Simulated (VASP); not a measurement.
Write the native input for VASP 6.6.1 that does the following.

```
Task                   : relaxation of cell and atoms
Functional             : PBEsol
Potentials or basis    : VASP PAW PBE potentials, release 64 (Ta_pv, As)
Cutoff                 : 500 eV
k mesh                 : 14 × 14 × 14
Occupations            : gaussian, width 0.1 eV
Spin                   : no spin polarisation
Dipole correction      : no
Further INCAR settings : ALGO = Normal; EDIFF = 1e-07; IBRION = 2; EDIFFG = -0.01; NSW = 80; ISIF = 3
```

The structure of TaAs lies in POSCAR:

```
TaAs
1.0
    0.0000000000      2.6034502909      2.6034502909
    2.6034502909      0.0000000000      2.6034502909
    2.6034502909      2.6034502909      0.0000000000
Ta As
1 1
Direct
    0.5000000000      0.5000000000      0.5000000000
    0.0000000000      0.0000000000      0.0000000000
```

These files were run (other wordings do the same):

INCAR

```
PREC = Accurate ; ENCUT = 500
EDIFF = 1E-7 ; ISMEAR = 0
SIGMA = 0.1 ; LREAL = F
LASPH = T ; NELM = 120
ALGO = Normal ; ISIF = 3
LWAVE = F ; LCHARG = F
GGA = PS ; IBRION = 2
NSW = 80 ; EDIFFG = -0.01
GGA_COMPAT = F ; NELMIN = 4
```

KPOINTS

```
regular mesh
0
Gamma
  14 14 14
```

Potentials or basis: VASP PAW PBE potentials, release 64 (Ta_pv, As).

The run is started by

```bash
$ cat potpaw_PBE.64/Ta_pv/POTCAR potpaw_PBE.64/As/POTCAR > POTCAR
$ mpirun -np 1 vasp_std > vasp.out
```

Results of the run:

* Relaxed volume: 17.69 Å³/atom
* Relaxed cell: a = 3.685 Å, b = 3.685 Å, c = 3.685 Å, α = 60.00°, β = 60.00°, γ = 60.00°
* Space group after relaxing (to 0.05 Å): Fm-3m (No. 225)
* Energy gained by relaxing: 0.1 meV/atom
* Ionic steps: 3
* Pressure after relaxing: 0.0 GPa

Caveat: the PAW data sets were made with another functional, which shifts forces and pressure a little.

Run time: 39 s on 1 thread of Intel(R) Xeon(R) 6975P-C (Granite Rapids), with other jobs on the host, peak memory 0.19 GiB.
